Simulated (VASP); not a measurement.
A run of VASP 6.6.1:

Contents of INCAR:

```
SYSTEM = Li2O
  ALGO = Normal
  EDIFF = 1E-6
  ENCUT = 750
  GGA = PE
  GGA_COMPAT = .False.
  ISIF = 2
  ISMEAR = 0
  LASPH = .True.
  LCHARG = .False.
  LREAL = .False.
  LWAVE = .False.
  NBANDS = 13
  NELM = 120
  PREC = Accurate
  SIGMA = 0.02
```

The input KPOINTS:

```
k-points
0
Gamma
  8 8 8
  0 0 0
```

File POSCAR:

```
Li2O
1.0
    0.0000000000      2.3131900688      2.3131900688
    2.3131900688      0.0000000000      2.3131900688
    2.3131900688      2.3131900688      0.0000000000
Li O
2 1
Direct
    0.7500000000      0.7500000000      0.7500000000
    0.2500000000      0.2500000000      0.2500000000
    0.5000000000      0.5000000000      0.5000000000
```

Potentials or basis: VASP PAW PBE potentials, release 64 (Li_sv, O).

Run with:

```sh
$ cat potpaw_PBE.64/Li_sv/POTCAR potpaw_PBE.64/O/POTCAR > POTCAR
$ mpirun -np 1 vasp_std > vasp.out
```

Hardware: 1 thread of Intel(R) Xeon(R) 6975P-C (Granite Rapids), with other jobs on the host.

Problem. How long does it take, and how much memory?

Solution. It took 11 s on 1 thread of Intel(R) Xeon(R) 6975P-C (Granite Rapids), on a shared host, peak memory 0.16 GiB. Counts: scf iterations 13, k points 29.
